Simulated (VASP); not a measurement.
Here is a VASP 6.6.1 calculation.

INCAR

```
SYSTEM = LiF
  ALGO = Normal
  EDIFF = 1E-7
  ENCUT = 520
  GGA = PE
  ISIF = 2
  ISMEAR = 0
  LASPH = .True.
  LCHARG = .False.
  LREAL = .False.
  LWAVE = .False.
  NBANDS = 18
  NELM = 100
  PREC = Accurate
  SIGMA = 0.05
```

Contents of KPOINTS:

```
k-points
0
Gamma
  9 9 6
  0 0 0
```

The input POSCAR:

```
LiF
1.0
    3.1427330808      0.0000000000      0.0000000000
   -1.5713665404      2.7216866853      0.0000000000
    0.0000000000      0.0000000000      4.8495514170
Li F
2 2
Direct
    0.3333333333      0.6666666667      0.3504708074
    0.6666666667      0.3333333333      0.8504708074
    0.3333333333      0.6666666667      0.9939266766
    0.6666666667      0.3333333333      0.4939266766
```

Potentials or basis: VASP PAW PBE potentials, release 64 (Li_sv, F).

Run with:

```console
$ cat potpaw_PBE.64/Li_sv/POTCAR potpaw_PBE.64/F/POTCAR > POTCAR
$ mpirun -np 1 vasp_std > vasp.out
```

Task: Predict the largest force.

Result: 0.791 eV/Å.

Task: Predict the band gap on the k mesh.

Result: 7.64 eV, direct.

Forces on the atoms (eV/Å):
```
Li   0.000  0.000  0.791
Li   0.000  0.000  0.791
F    0.000  0.000 -0.791
F    0.000  0.000 -0.791
```

 A k mesh can miss the band edges.
